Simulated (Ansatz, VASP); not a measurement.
## One calculation of AsSe2, two programs

```xyz
3
Lattice="3.8159 0.0000 0.0000 0.0000 3.8159 0.0000 0.0000 0.0000 5.4294" Properties=species:S:1:pos:R:3 pbc="T T T"
As    0.0000    0.0000    0.0000
Se    0.0000    1.9079    1.6381
Se    1.9079    0.0000    3.7914
```

Change from the starting cell: species swapped into the Ta2H type (C222, No. 21).

Alike in both runs: task relaxation of cell and atoms; functional PBE; k mesh 12 × 12 × 8; occupations gaussian, width 0.1 eV; no spin polarisation.

```csv
,VASP,Ansatz
version,VASP 6.6.1,Ansatz 0.2.0
potentials or method,"VASP PAW PBE potentials, release 64 (As, Se), cutoff 600 eV","scalar-relativistic, plane waves, PAW"
valence electrons in the cell,17,47
```

|  | VASP | Ansatz | Ansatz less VASP |
| --- | --- | --- | --- |
| gap on the k mesh at the Fermi level, each at its own relaxed structure (eV) | none | none | - |
| relaxed volume (Å³/atom) | 26.51 | 26.53 | +0.022 |
| relaxed cell length with the largest relative difference (Å) | 5.417 | 5.406 | -0.0112 |

A gap of «none» marks a metal or a gap that the smearing closes. VASP's potentials hold 17 valence electrons a cell and Ansatz's 47, so a difference there can come from the potentials and not from the codes.
